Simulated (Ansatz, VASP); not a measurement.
## Two plane-wave programs on SiC

```
Si C
1.0
     0.00000    2.17805    2.26517
     2.17805    0.00000    2.26517
     2.17805    2.17805    0.00000
Si C
1 1
Direct
  0.00000 0.00000 0.00000
  0.25000 0.25000 0.25000
```

Change from the starting cell: uniaxial_z strain +4.0%.

Alike in both runs: task single point; functional PBE; k mesh 10 × 10 × 10; occupations fermi-dirac, width 0.02 eV; no spin polarisation.

|  | VASP | Ansatz |
| --- | --- | --- |
| version | VASP 6.6.1 | Ansatz 0.2.0 |
| potentials or method | VASP PAW PBE potentials, release 64 (Si, C) | plane waves, PAW |
| plane-wave cutoff (eV) | 520 | 420 |
| valence electrons in the cell | 8 | 8 |

Ansatz gave:

| Quantity | Value |
| --- | --- |
| gap on the k mesh at the Fermi level (eV) | 1.19 |
| pressure (GPa) | -4.8 |
| traceless stress, the component that is largest in VASP (GPa) | -7.19 |

Problem. Which values does VASP return?

Solution. gap on the k mesh at the Fermi level (eV): 1.19; pressure (GPa): -4.8; traceless stress, the component that is largest in VASP (GPa): -7.21.

With one functional, cell and mesh, what is left measures potentials, basis and numerics.
